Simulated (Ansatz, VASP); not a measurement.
Two plane-wave programs on SnS2

```xyz
3
Lattice="3.6608 0.0000 0.0000 -1.8304 3.1703 0.0000 0.0000 0.0000 5.9618" Properties=species:S:1:pos:R:3 pbc="T T T"
Sn    0.0000    0.0000    0.0000
S     0.0000    2.1135    1.4642
S     1.8304    1.0568    4.4976
```

Alike in both runs: task single point; functional PBE-based screened hybrid with a share of 0.3 of exact exchange and HFSCREEN = 0.5; k mesh 6 × 6 × 2; no spin polarisation.

```csv
,VASP,Ansatz
version,VASP 6.6.1,Ansatz 0.2.0
potentials or method,"VASP PAW PBE potentials, release 64 (Sn_d, S)",plane waves
plane-wave cutoff (eV),400,420
occupations,"gaussian, width 0.01 eV",fixed
valence electrons in the cell,26,26
```

VASP gave:

```
gap on the k mesh at the Fermi level (eV)                     : 2.03
pressure (GPa)                                                : 0.3
traceless stress, the component that is largest in VASP (GPa) : -0.09
rms of the force components (eV/Å)                            : 0.081
```

Task: Estimate Ansatz's values.

Result: gap on the k mesh at the Fermi level (eV): 2.03; pressure (GPa): 0.5; traceless stress, the component that is largest in VASP (GPa): -0.10; rms of the force components (eV/Å): 0.076.

VASP's potentials were made for PBE, not for PBE-based screened hybrid. Atom by atom the forces differ by 0.004 eV/Å (rms over components). Ansatz's warnings: stress exchange threshold loose, stress scf threshold loose.

The k mesh is coarse, so the values compare programs but aren't converged.
